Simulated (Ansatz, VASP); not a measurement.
**GaN: VASP beside Ansatz**

POSCAR

```
GaN
1.0
    3.1322996656      0.0000000000      0.0000000000
   -1.5661498328      2.7126510826      0.0000000000
    0.0000000000      0.0000000000      5.1660000000
Ga N
2 2
Direct
    0.3333333333      0.6666666667      0.0000000000
    0.6666666667      0.3333333333      0.5000000000
    0.3333333333      0.6666666667      0.3750000000
    0.6666666667      0.3333333333      0.8750000000
```

Contents of INCAR.step1:

```
PREC     = Accurate       # precision mode
ENCUT    = 520            # plane-wave cutoff, eV
ISMEAR   = 0              # smearing method
SIGMA    = 0.05           # smearing width, eV
LREAL    = False          # projectors in reciprocal space
LASPH    = True           # aspherical terms in the spheres
NELM     = 100            # most SCF steps
NBANDS   = 26             # bands
GGA      = PE             # functional
ALGO     = Normal         # electronic algorithm
EDIFF    = 1E-4           # SCF threshold, eV
LWAVE    = True           # write WAVECAR
LCHARG   = False          # write CHGCAR
```

Contents of INCAR.step2:

```
PREC     = Accurate       # precision mode
ENCUT    = 520            # plane-wave cutoff, eV
EDIFF    = 1E-6           # SCF threshold, eV
ISMEAR   = 0              # smearing method
SIGMA    = 0.05           # smearing width, eV
LREAL    = False          # projectors in reciprocal space
LASPH    = True           # aspherical terms in the spheres
NELM     = 100            # most SCF steps
ALGO     = Normal         # electronic algorithm
ISIF     = 2              # what is computed and relaxed
LWAVE    = False          # write WAVECAR
LCHARG   = False          # write CHGCAR
METAGGA  = R2SCAN         # meta-GGA
LMIXTAU  = True         
NBANDS   = 26             # bands
ISTART   = 1
```

KPOINTS

```
Automatic mesh
0
Gamma
  12 12 6
```

Input for Ansatz:

```yaml
crystal:
  lattice:
    - [3.1322996656, 0.0, 0.0]
    - [-1.5661498328, 2.7126510826, 0.0]
    - [0.0, 0.0, 5.166]
  atoms:
    - { symbol: Ga, position: [0.3333333333, 0.6666666667, 0.0] }
    - { symbol: Ga, position: [0.6666666667, 0.3333333333, 0.5] }
    - { symbol: "N", position: [0.3333333333, 0.6666666667, 0.375] }
    - { symbol: "N", position: [0.6666666667, 0.3333333333, 0.875] }
basis:
  ecutwfc: 500
kpoints:
  mp_grid: { grid: [12, 12, 6] }
hamiltonian:
  xc: r2scan
scf:
  occupations: { method: gaussian, width: 0.05 }
output:
  forces: true
  stress: true
  eigenvalues: true
```

Change from the starting cell: strain -0.015 along x and y, +0.000 along z, atoms carried along.

Alike in both runs: task single point; functional r2SCAN; k mesh 12 × 12 × 6; occupations gaussian, width 0.05 eV; no spin polarisation.

```csv
,VASP,Ansatz
version,VASP 6.6.1,Ansatz 0.2.0
potentials or method,"VASP PAW PBE potentials, release 64 (Ga_d, N), cutoff 520 eV","scalar-relativistic, plane waves, PAW"
valence electrons in the cell,36,36
```

Ansatz gave:

* gap on the k mesh at the Fermi level (eV): 2.55
* least direct gap on the mesh (eV): 2.55
* pressure (GPa): 7.6
* traceless stress, the component that is largest in VASP (GPa): -2.96
* rms of the force components (eV/Å): 0.023

**Question.** Which values does VASP return?

**Answer.** gap on the k mesh at the Fermi level (eV): 2.54; least direct gap on the mesh (eV): 2.54; pressure (GPa): 8.8; traceless stress, the component that is largest in VASP (GPa): -3.04; rms of the force components (eV/Å): 0.030.

VASP's potentials were made for PBE, not for r2SCAN. Atom by atom the forces differ by 0.008 eV/Å (rms over components).
